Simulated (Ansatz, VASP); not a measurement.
# Two plane-wave programs on Si3Se2

```xyz
5
Lattice="4.8230 0.0000 0.0000 -2.4115 4.1769 0.0000 0.0000 0.0000 7.3082" Properties=species:S:1:pos:R:3 pbc="T T T"
Si   -0.8918    1.5427    0.0000
Si    1.5213    2.6332    0.0000
Si   -0.6296    4.1778    0.0000
Se    0.0000    0.0000    1.7927
Se    0.0000    0.0000    5.5155
```

Alike in both runs: functional PBE; k mesh 6 × 6 × 4; occupations gaussian, width 0.1 eV; no spin polarisation.

Ansatz relaxed the structure, and its values are those at the end. VASP's run is a single point on that final structure, the one shown.

|  | VASP | Ansatz |
| --- | --- | --- |
| version | VASP 6.6.1 | Ansatz 0.2.0 |
| potentials or method | VASP PAW PBE potentials, release 64 (Si, Se), cutoff 520 eV | scalar-relativistic, plane waves, PAW |
| valence electrons in the cell | 24 | 44 |

```csv
,VASP,Ansatz,Ansatz less VASP
gap on the k mesh at the Fermi level (eV),none,none,-
pressure (GPa),0.0,-0.1,-0.02
rms of the force components (eV/Å),0.012,0.016,+0.0037
```

A gap of «none» marks a metal or a gap that the smearing closes. The functional is the same, so the differences come from potentials, cutoffs and numerics. VASP's potentials hold 24 valence electrons a cell and Ansatz's 44, so a difference there can come from the potentials and not from the codes.
